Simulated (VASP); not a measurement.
# SiC (P6_3mc) in VASP: further runs

Runs on SiC. Level: PBEsol. Tasks: single point.

Program: VASP 6.6.1. These are calculated values, not measurements. Logs are shortened: lines on timing, memory, paths and dates and some standing lists are left out, and cuts for length are marked.

## 1. The cell of the first run

Symmetry: P6_3mc, No. 186, hexagonal system. The conventional cell has a = 3.006 Å, b = 3.006 Å, c = 9.270 Å, α = 90.00°, β = 90.00°, γ = 120.00°. Within 2.3 Å of Si (site symmetry 3m) lie 4 C at 1.74 to 1.83 Å. Within 2.3 Å of Si (site symmetry 3m) lie 4 C at 1.74 to 1.83 Å. C (site symmetry 3m) has 4 Si at 1.74 to 1.83 Å within 2.3 Å. C (site symmetry 3m) has 4 Si at 1.74 to 1.83 Å within 2.3 Å.

## 2. Single point, PBEsol

Contents of INCAR:

```
SYSTEM = SiC
ALGO = Normal
EDIFF = 1E-6
ENCUT = 520
GGA = PS
ISIF = 2
ISMEAR = 0
LASPH = .True.
LCHARG = .True.
LELF = .True.
LREAL = .False.
LVHAR = .True.
LWAVE = .False.
NBANDS = 26
NELM = 80
PREC = Accurate
SIGMA = 0.05
```

Contents of KPOINTS:

```
k-points
0
Gamma
  12 12 4
  0 0 0
```

Contents of POSCAR:

```
SiC
1.0
    3.0062000000      0.0000000000      0.0000000000
   -1.5031000000      2.6034455689      0.0000000000
    0.0000000000      0.0000000000      9.2697000000
Si C
4 4
Direct
    0.6666666667      0.3333333333      0.9378278494
    0.3333333333      0.6666666667      0.4378278494
    0.0000000000      0.0000000000      0.6878973398
    0.0000000000      0.0000000000      0.1878973398
    0.6666666667      0.3333333333      0.7498191768
    0.3333333333      0.6666666667      0.2498191768
    0.0000000000      0.0000000000      0.5004546340
    0.0000000000      0.0000000000      0.0004546340
```

Potentials or basis: VASP PAW PBE potentials, release 64 (Si, C).

The run is started by

```console
$ cat potpaw_PBE.64/Si/POTCAR potpaw_PBE.64/C/POTCAR > POTCAR
$ mpirun -np 1 vasp_std > vasp.out
```

OUTCAR:

```text
SYSTEM = SiC
   EDIFF = 1E-6
   ENCUT = 520
   GGA = PS
   ISIF = 2
   ISMEAR = 0
   LASPH = .True.
   LREAL = .False.
   NELM = 80
   PREC = Accurate

 ion  position               nearest neighbor table
   1  0.667  0.333  0.938-   5 1.74   8 1.83   8 1.83   8 1.83   3 2.89   3 2.89   3 2.89   4 2.90
                             4 2.90   4 2.90
   2  0.333  0.667  0.438-   6 1.74   7 1.83   7 1.83   7 1.83   4 2.89   4 2.89   4 2.89   3 2.90
                             3 2.90   3 2.90
   3  0.000  0.000  0.688-   7 1.74   5 1.83   5 1.83   5 1.83   1 2.89   1 2.89   1 2.89   2 2.90
                             2 2.90   2 2.90
   4  0.000  0.000  0.188-   8 1.74   6 1.83   6 1.83   6 1.83   2 2.89   2 2.89   2 2.89   1 2.90
                             1 2.90   1 2.90
   5  0.667  0.333  0.750-   1 1.74   3 1.83   3 1.83   3 1.83
   6  0.333  0.667  0.250-   2 1.74   4 1.83   4 1.83   4 1.83
   7  0.000  0.000  0.500-   3 1.74   2 1.83   2 1.83   2 1.83
   8  0.000  0.000  0.000-   4 1.74   1 1.83   1 1.83   1 1.83

  LATTYP: Found a hexagonal cell.
 ALAT       =     3.0062000000
 C/A-ratio  =     3.0835273768

  Lattice vectors:

 A1 = (   3.0062000000,   0.0000000000,   0.0000000000)
 A2 = (  -1.5031000000,   2.6034455689,   0.0000000000)
 A3 = (   0.0000000000,   0.0000000000,   9.2697000000)

Analysis of symmetry for initial positions (statically):
=====================================================================
 Subroutine PRICEL returns:
 Original cell was already a primitive cell.

 Routine SETGRP: Setting up the symmetry group for a
 hexagonal supercell.

 Subroutine GETGRP returns: Found 12 space group operations
 (whereof  6 operations were pure point group operations)
 out of a pool of 24 trial point group operations.

The static configuration has the point symmetry C_3v.
 The point group associated with its full space group is C_6v.

Analysis of symmetry for dynamics (positions and initial velocities):
=====================================================================
 Subroutine PRICEL returns:
 Original cell was already a primitive cell.

 Routine SETGRP: Setting up the symmetry group for a
 hexagonal supercell.

 Subroutine GETGRP returns: Found 12 space group operations
 (whereof  6 operations were pure point group operations)
 out of a pool of 24 trial point group operations.

The dynamic configuration has the point symmetry C_3v.
 The point group associated with its full space group is C_6v.

 Subroutine INISYM returns: Found 12 space group operations
 (whereof  6 operations are pure point group operations),
[... 109 lines left out ...]
   LREAL  =      F    real-space projection
   EDIFFG = 0.1E-04   stopping-criterion for IOM
   NSW    =      0    number of steps for IOM
   IBRION =     -1    ionic relax: 0-MD 1-quasi-New 2-CG
   NFREE  =      0    steps in history (QN), initial steepest desc. (CG)
   ISIF   =      2    stress and relaxation
   ISYM   =      2    0-nonsym 1-usesym 2-fastsym
   POTIM  = 0.5000    time-step for ionic-motion
   TEBEG  =    0.0;   TEEND  =   0.0 temperature during run
   PSTRESS=    0.0 pullay stress
   NELECT =      32.0000    total number of electrons
   NUPDOWN=      -1.0000    fix difference up-down
   EMIN   =  10.00;   EMAX   =-10.00  energy-range for DOS
   EFERMI =   0.00;   METHOD = LEGACY
   ISMEAR =     0;   SIGMA  =   0.05  broadening in eV -4-tet -1-fermi 0-gaus
   EFERMI_NEDOS =   21; number of points for ismear=-14 and -15
   IALGO  =     38    algorithm
   IMIX   =      4    mixing-type and parameters
     AMIX     =   0.40;   BMIX     =  1.00
     AMIX_MAG =   1.60;   BMIX_MAG =  1.00
  volume/ion in A,a.u.               =       9.07        61.20
  Fermi-wavevector in a.u.,A,eV,Ry     =   1.246180  2.354939 21.129369  1.552965
  Thomas-Fermi vector in A             =   2.380369
   LORBIT       =      0    0 simple, 1 ext, 2 COOP (PROOUT), +10 PAW based schemes
   GGA     = PS    functional components
   LHFCALC =     F    Hartree Fock is set to
   AEXX    =    0.0000 exact exchange contribution
   IVDW    =     0    specifies the selected vdW correction
   LEPSILON=     F    determine dielectric tensor
   LRPA    =     F    only Hartree local field effects (RPA)
 non-spin polarized calculation
 Gauss-broadening in eV      SIGMA  =   0.05
  energy-cutoff  :      520.00
  volume of cell :       72.55
 maximum number of plane-waves:      1990
 NGX is ok and might be reduce to    24
   NGX = 11   NGY = 11   NGZ = 35

 number of electron      31.9999995 magnetization

 Free energy of the ion-electron system (eV)
  ---------------------------------------------------
  ext. energy  EPLUGINS =         0.00000000
  ---------------------------------------------------
  free energy    TOTEN  =       -62.15884257 eV

  energy without entropy =      -62.15884257  energy(sigma->0) =      -62.15884257

 E-fermi :  10.1100     XC(G=0): -12.0746

 val. band max:        9.8811234114   @ k =   0.0000   0.0000   0.0000
 cond. band min:      11.7051413564   @ k =   0.5000   0.0000   0.0000
 fundamental gap:      1.8240179450
 Fermi energy:        10.1099630455

 k-point     1 :       0.0000    0.0000    0.0000
  band No.  band energies     occupation
      1      -6.9146      2.00000
      2      -5.4930      2.00000
      3      -5.4153      2.00000
      4      -2.2664      2.00000
      5       0.4051      2.00000
      6       5.5403      2.00000
[... 685 lines left out ...]
     25      19.2978      0.00000
     26      19.6151      0.00000

 [... further k-points ...]
[... 5 lines left out ...]
  --------------------------------------------------------------------------------------
  -------------------------------------------------------------------------------------
  Total       10.3726321     10.3726321     32.1961694      0.0000000      0.0000000      0.0000000
  in kB      229.0696251    229.0696251    711.0215016      0.0000000      0.0000000      0.0000000
  external PRESSURE =     389.7202506 kB  Pullay stress =       0.0000000 kB

 VOLUME and BASIS-vectors are now :
 -----------------------------------------------------------------------------
  energy-cutoff  :      520.00
  volume of cell :       72.55
      direct lattice vectors                 reciprocal lattice vectors
     3.006200000  0.000000000  0.000000000     0.332645865  0.192053180  0.000000000
    -1.503100000  2.603445569  0.000000000     0.000000000  0.384106360  0.000000000
     0.000000000  0.000000000  9.269700000     0.000000000  0.000000000  0.107878356

 POSITION                                       TOTAL-FORCE (eV/Angst)
 -----------------------------------------------------------------------------------
      1.50310      0.86782      8.69338        -0.000000      0.000000      1.285429
     -0.00000      1.73563      4.05853         0.000000      0.000000      1.285429
      0.00000      0.00000      6.37660         0.000000      0.000000      1.516993
      0.00000      0.00000      1.74175        -0.000000      0.000000      1.516993
      1.50310      0.86782      6.95060        -0.000000      0.000000     -1.424514
     -0.00000      1.73563      2.31575         0.000000     -0.000000     -1.424514
      0.00000      0.00000      4.63906        -0.000000      0.000000     -1.377908
      0.00000      0.00000      0.00421        -0.000000      0.000000     -1.377908
 -----------------------------------------------------------------------------------
    total drift:                               -0.000000     -0.000000     -0.001175

  FREE ENERGIE OF THE ION-ELECTRON SYSTEM (eV)
  ---------------------------------------------------
  free  energy   TOTEN  =       -62.1588425697 eV

  energy  without entropy=      -62.1588425697  energy(sigma->0) =      -62.15884257
```

stdout:

```text
POSCAR found type information on POSCAR SiC
 POSCAR found :  2 types and       8 ions
 scaLAPACK will be used
 -----------------------------------------------------------------------------
|                                                                             |
|                                                                             |
|     You enforced a specific xc type in the INCAR file but a different       |
|     I HOPE YOU KNOW WHAT YOU ARE DOING!                                     |
|                                                                             |
 -----------------------------------------------------------------------------

 LDA part: xc-table for (Slater+PW92), standard interpolation
 POSCAR, INCAR and KPOINTS ok, starting setup
 FFT: planning ... GRIDC
 FFT: planning ... GRID_SOFT
 FFT: planning ... GRID
 WAVECAR not read
 entering main loop
```

Wall time 1.7 min (1 thread of Intel Xeon Platinum 8488C (Sapphire Rapids), shared host); peak memory 0.22 GiB.

What came out:

```yaml
Free_energy: -62.1588 eV
Pressure: 39.0 GPa
Largest_force: 1.517 eV/Å
Band_gap_on_the_k_mesh: 1.82 eV, indirect (least direct gap 3.08 eV)
```

Forces on the atoms (eV/Å):
```
Si   0.000  0.000  1.285
Si   0.000  0.000  1.285
Si   0.000  0.000  1.517
Si   0.000  0.000  1.517
C    0.000  0.000 -1.425
C    0.000  0.000 -1.425
C    0.000  0.000 -1.378
C    0.000  0.000 -1.378
```

Levels at points of the mesh, in eV from the valence-band top:
```
           k point  band 12  band 13  band 14  band 15  band 16  band 17  band 18  band 19  band 20  band 21
(0.00, 0.00, 0.00)    -1.06    -1.06    -0.32    -0.32     0.00     5.03     5.75     6.59     6.79     6.79
(0.50, 0.00, 0.00)    -3.01    -2.93    -2.26    -1.64    -1.25     1.82     2.05     4.08     5.64     5.79
(0.00, 0.00, 0.50)    -1.36    -0.59    -0.59    -0.59    -0.59     5.29     5.29     7.03     7.03     7.03
(0.50, 0.00, 0.50)    -3.80    -2.77    -2.77    -1.87    -1.87     2.20     2.20     4.37     4.37     6.90
```

Caveat: the PAW data sets were made with another functional, which shifts forces and pressure a little.

## 3. Single point, PBEsol

This run uses another cell than the first one, of 9.18 Å³/atom, 1.012 times its volume.

Contents of INCAR:

```
PREC = Accurate ; ENCUT = 520
EDIFF = 1E-6 ; ISMEAR = 0
SIGMA = 0.05 ; LREAL = False
LASPH = True ; NELM = 60
ALGO = Normal ; ISIF = 2
LWAVE = False ; LCHARG = False
GGA = PS ; NBANDS = 26
```

Contents of KPOINTS:

```
regular mesh
0
Gamma
  12 12 4
```

POSCAR: that of step 2 with these lines changed.

```diff
@@ -2,5 +2,5 @@
 1.0
-    3.0062000000      0.0000000000      0.0000000000
-   -1.5031000000      2.6034455689      0.0000000000
-    0.0000000000      0.0000000000      9.2697000000
+    2.8626000000      0.0000000000      0.0000000000
+   -1.4313000000      2.4790843209      0.0000000000
+    0.0000000000      0.0000000000     10.3445000000
 Si C
```

Potentials or basis: VASP PAW PBE potentials, release 64 (Si, C).

The run is started by

```console
$ cat potpaw_PBE.64/Si/POTCAR potpaw_PBE.64/C/POTCAR > POTCAR
$ mpirun -np 1 vasp_std > vasp.out
```

OUTCAR:

```text
PREC = Accurate
   ENCUT = 520
   EDIFF = 1E-6
   ISMEAR = 0
   LREAL = False
   LASPH = True
   NELM = 60
   ISIF = 2
   GGA = PS

 ion  position               nearest neighbor table
   1  0.667  0.333  0.938-   8 1.78   8 1.78   8 1.78   5 1.94   3 3.07   3 3.07   3 3.07   4 3.07
                             4 3.07   4 3.07
   2  0.333  0.667  0.438-   7 1.78   7 1.78   7 1.78   6 1.94   4 3.07   4 3.07   4 3.07   3 3.07
                             3 3.07   3 3.07
[... 918 lines left out ...]
  -------------------------------------------------------------------------------------
  Total       27.7872206     27.7872206     -4.0838392      0.0000000      0.0000000      0.0000000
  in kB      606.4489125    606.4489125    -89.1287365      0.0000000      0.0000000      0.0000000
  external PRESSURE =     374.5896962 kB  Pullay stress =       0.0000000 kB

 VOLUME and BASIS-vectors are now :
 -----------------------------------------------------------------------------
  energy-cutoff  :      520.00
  volume of cell :       73.41
      direct lattice vectors                 reciprocal lattice vectors
     2.862600000  0.000000000  0.000000000     0.349332774  0.201687371  0.000000000
    -1.431300000  2.479084321  0.000000000     0.000000000  0.403374743  0.000000000
     0.000000000  0.000000000 10.344500000     0.000000000  0.000000000  0.096669728

 POSITION                                       TOTAL-FORCE (eV/Angst)
 -----------------------------------------------------------------------------------
      1.43130      0.82636      9.70136         0.000000     -0.000000     -1.265265
     -0.00000      1.65272      4.52911        -0.000000      0.000000     -1.265265
      0.00000      0.00000      7.11595        -0.000000      0.000000     -1.356400
      0.00000      0.00000      1.94370        -0.000000      0.000000     -1.356400
      1.43130      0.82636      7.75650        -0.000000      0.000000      1.357110
     -0.00000      1.65272      2.58425         0.000000     -0.000000      1.357110
      0.00000      0.00000      5.17695        -0.000000     -0.000000      1.264555
      0.00000      0.00000      0.00470        -0.000000      0.000000      1.264555
 -----------------------------------------------------------------------------------
    total drift:                               -0.000000     -0.000000      0.002921

  FREE ENERGIE OF THE ION-ELECTRON SYSTEM (eV)
  ---------------------------------------------------
  free  energy   TOTEN  =       -61.6902516257 eV

  energy  without entropy=      -61.6902516257  energy(sigma->0) =      -61.69025163
```

OSZICAR:

```text
N       E                     dE             d eps       ncg     rms          rms(c)
DAV:   1     0.712424017866E+02    0.71242E+02   -0.14803E+04  2964   0.113E+03
DAV:   2    -0.641162884997E+02   -0.13536E+03   -0.12515E+03  3918   0.196E+02
DAV:   3    -0.706576309201E+02   -0.65413E+01   -0.64930E+01  4044   0.402E+01
DAV:   4    -0.707265358521E+02   -0.68905E-01   -0.68840E-01  3720   0.488E+00
DAV:   5    -0.707275107168E+02   -0.97486E-03   -0.97447E-03  3984   0.548E-01    0.206E+01
DAV:   6    -0.621833969335E+02    0.85441E+01   -0.19732E+01  3666   0.203E+01    0.972E+00
DAV:   7    -0.617533561142E+02    0.43004E+00   -0.28412E+00  3884   0.783E+00    0.367E+00
DAV:   8    -0.616972558137E+02    0.56100E-01   -0.18841E-01  3672   0.205E+00    0.110E+00
DAV:   9    -0.616901811542E+02    0.70747E-02   -0.19399E-02  3780   0.748E-01    0.185E-01
DAV:  10    -0.616902408632E+02   -0.59709E-04   -0.12832E-03  3690   0.204E-01    0.772E-02
DAV:  11    -0.616902581726E+02   -0.17309E-04   -0.78613E-05  3896   0.509E-02    0.281E-02
DAV:  12    -0.616902516349E+02    0.65378E-05   -0.11810E-05  3632   0.205E-02    0.873E-03
DAV:  13    -0.616902516257E+02    0.91304E-08   -0.43624E-06  3272   0.102E-02
   1 F= -.61690252E+02 E0= -.61690252E+02  d E =-.154959E-14
```

Wall time 1.8 min (1 thread of Intel Xeon Platinum 8488C (Sapphire Rapids), shared host); peak memory 0.23 GiB.

What came out:

* Free energy: -61.6903 eV
* Pressure: 37.5 GPa
* Largest force: 1.357 eV/Å
* Band gap on the k mesh: 1.47 eV, indirect (least direct gap 2.94 eV)

Forces in eV/Å, atoms in the order of the input:
```
Si   0.000  0.000 -1.265
Si   0.000  0.000 -1.265
Si   0.000  0.000 -1.356
Si   0.000  0.000 -1.356
C    0.000  0.000  1.357
C    0.000  0.000  1.357
C    0.000  0.000  1.265
C    0.000  0.000  1.265
```

Levels at points of the mesh, in eV from the valence-band top:
| k point | band 12 | band 13 | band 14 | band 15 | band 16 | band 17 | band 18 | band 19 | band 20 | band 21 |
| --- | --- | --- | --- | --- | --- | --- | --- | --- | --- | --- |
| (0.00, 0.00, 0.00) | -0.49 | -0.39 | -0.39 | 0.00 | 0.00 | 4.62 | 7.50 | 7.57 | 7.99 | 8.22 |
| (0.50, 0.00, 0.00) | -3.02 | -2.45 | -2.44 | -2.24 | -1.47 | 1.47 | 2.26 | 4.61 | 4.69 | 4.94 |
| (0.00, 0.00, 0.50) | -0.72 | -0.13 | -0.13 | -0.13 | -0.13 | 6.22 | 6.22 | 7.64 | 7.64 | 8.35 |
| (0.50, 0.00, 0.50) | -3.11 | -2.98 | -2.98 | -1.79 | -1.79 | 2.31 | 2.31 | 4.12 | 4.12 | 6.02 |

Caveat: the PAW data sets were made with another functional, which shifts forces and pressure a little.

## 4. Single point, PBEsol

This run uses another cell than the first one, of 9.14 Å³/atom, 1.008 times its volume.

Contents of INCAR:

```
SYSTEM = SiC
  PREC = Accurate
  ENCUT = 520
  EDIFF = 1E-6
  ISMEAR = 0
  SIGMA = 0.05
  LREAL = .False.
  LASPH = .True.
  NELM = 80
  ALGO = Normal
  ISIF = 2
  LWAVE = .False.
  LCHARG = .False.
  GGA = PS
  NBANDS = 26
```

Contents of KPOINTS:

```
regular mesh
0
Gamma
  12 12 4
  0 0 0
```

POSCAR: that of step 3 with these lines changed.

```diff
@@ -2,5 +2,5 @@
 1.0
-    2.8626000000      0.0000000000      0.0000000000
-   -1.4313000000      2.4790843209      0.0000000000
-    0.0000000000      0.0000000000     10.3445000000
+    2.9344000000      0.0000000000      0.0000000000
+   -1.4672000000      2.5412649449      0.0000000000
+    0.0000000000      0.0000000000      9.8071000000
 Si C
```

The run is started by

```console
$ cat potpaw_PBE.64/Si/POTCAR potpaw_PBE.64/C/POTCAR > POTCAR
$ mpirun -np 1 vasp_std > vasp.out
```

Run time: 1.9 min. Hardware: 1 thread of Intel Xeon Platinum 8488C (Sapphire Rapids), shared host; peak memory 0.23 GiB.

Results (log left out):

```
Free energy            : -62.6625 eV
Pressure               : 35.2 GPa
Largest force          : 0.389 eV/Å
Band gap on the k mesh : 2.01 eV, indirect (least direct gap 3.23 eV)
```

Forces on the atoms (eV/Å):
```
Si   0.000  0.000 -0.385
Si   0.000  0.000 -0.385
Si   0.000  0.000 -0.357
Si   0.000  0.000 -0.357
C    0.000  0.000  0.389
C    0.000  0.000  0.389
C    0.000  0.000  0.353
C    0.000  0.000  0.353
```

Stress tensor (GPa, compression positive):
```
40.51  0.00  0.00
 0.00 40.51  0.00
 0.00  0.00 24.47
```

Levels at points of the mesh, in eV from the valence-band top:
```
           k point  band 13  band 14  band 15  band 16  band 17  band 18  band 19  band 20
(0.00, 0.00, 0.00)    -0.55    -0.21     0.00     0.00     6.41     6.93     7.09     7.55
(0.50, 0.00, 0.00)    -2.51    -2.50    -1.79    -1.22     2.01     2.37     4.51     5.20
(0.00, 0.00, 0.50)    -0.19    -0.19    -0.19    -0.19     6.61     6.61     7.82     7.82
(0.50, 0.00, 0.50)    -2.79    -2.79    -1.67    -1.67     2.59     2.59     4.33     4.33
```

Caveat: the PAW data sets were made with another functional, which shifts forces and pressure a little. A k mesh can miss the band edges.

(Part 1 of 2 ends here.)
